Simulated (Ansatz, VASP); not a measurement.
## One calculation of K, two programs

Contents of INCAR:

```
PREC = Accurate
ENCUT = 520
EDIFF = 1E-6
ISMEAR = -1
SIGMA = 0.08
LREAL = F
LASPH = T
NELM = 80
ALGO = Normal
ISIF = 2
LWAVE = F
LCHARG = F
NBANDS = 10
```

File KPOINTS:

```
Automatic mesh
0
Gamma
  12 12 12
```

The input POSCAR:

```
K
1.0
    0.0000000000      2.9022637893      2.9022637893
    2.9022637893      0.0000000000      2.9022637893
    2.9022637893      2.9022637893      0.0000000000
K
1
Direct
    0.0000000000      0.0000000000      0.0000000000
```

Input for Ansatz:

```yaml
crystal:
  lattice:
    - [0.0, 2.9022637893, 2.9022637893]
    - [2.9022637893, 0.0, 2.9022637893]
    - [2.9022637893, 2.9022637893, 0.0]
  atoms:
    - { symbol: K, position: [0.0, 0.0, 0.0] }
kpoints:
  mp_grid: { grid: [12, 12, 12] }
scf:
  occupations: { method: fermi_dirac, width: 0.08 }
hamiltonian:
  xc: lda
  pseudopotentials: { kind: all_electron, datasets: crystal }
output:
  forces: true
  stress: true
  eigenvalues: true
```

Change from the starting cell: volume scaled by 0.76, crystal datasets.

Alike in both runs: task single point; functional LDA; k mesh 12 × 12 × 12; occupations fermi-dirac, width 0.08 eV; no spin polarisation.

|  | VASP | Ansatz |
| --- | --- | --- |
| version | VASP 6.6.1 | Ansatz 0.2.0 |
| potentials or method | VASP PAW LDA potentials, release 64 (K_sv), cutoff 520 eV | all-electron PAW with datasets made for the crystal, scalar-relativistic |

Ansatz gave:

* pressure (GPa): 2.1

Question: Which values does VASP return?

Answer: Pressure (GPa): 2.0.

LDA's correlation is that of Perdew and Zunger in VASP and of Perdew and Wang (1992) in Ansatz. Ansatz ran all-electron here, and VASP with PAW potentials.
